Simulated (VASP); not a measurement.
Input of a VASP 6.6.1 run:

File INCAR:

```
SYSTEM = BaF2
PREC     = Accurate       ! precision mode
ENCUT    = 600            ! plane-wave cutoff, eV
EDIFF    = 1E-6           ! SCF threshold, eV
ISMEAR   = 1              ! smearing method
SIGMA    = 0.5            ! smearing width, eV
LREAL    = .False.        ! projectors in reciprocal space
LASPH    = .True.         ! aspherical terms in the spheres
NELM     = 120            ! most SCF steps
ALGO     = Normal         ! electronic algorithm
ISIF     = 2              ! what is computed and relaxed
LWAVE    = .False.        ! write WAVECAR
LCHARG   = .True.         ! write CHGCAR
GGA      = PS             ! functional
LELF     = .True.         ! ELF
LVHAR    = .True.       
NBANDS   = 19             ! bands
GGA_COMPAT= .False.
```

Contents of KPOINTS:

```
Automatic mesh
0
Gamma
  6 6 6
  0 0 0
```

File POSCAR:

```
BaF2
1.0
    0.0000000000      3.0971637718      3.0971637718
    3.0971637718      0.0000000000      3.0971637718
    3.0971637718      3.0971637718      0.0000000000
Ba F
1 2
Direct
    0.0000000000      0.0000000000      0.0000000000
    0.2500000000      0.2500000000      0.2500000000
    0.7500000000      0.7500000000      0.7500000000
```

Potentials or basis: VASP PAW PBE potentials, release 64 (Ba_sv, F).

Command:

```bash
$ cat potpaw_PBE.64/Ba_sv/POTCAR potpaw_PBE.64/F/POTCAR > POTCAR
$ mpirun -np 1 vasp_std > vasp.out
```

(1) Estimate the pressure.

(2) Estimate the band gap on the k mesh.

Answers

(1) -0.7 GPa.

(2) 6.66 eV (least direct gap 6.73 eV).

Caveat: so wide a smearing shifts energies and pressures; the PAW data sets were made with another functional, which shifts forces and pressure a little; spin-orbit coupling is left out, which moves the levels of the heavy elements.
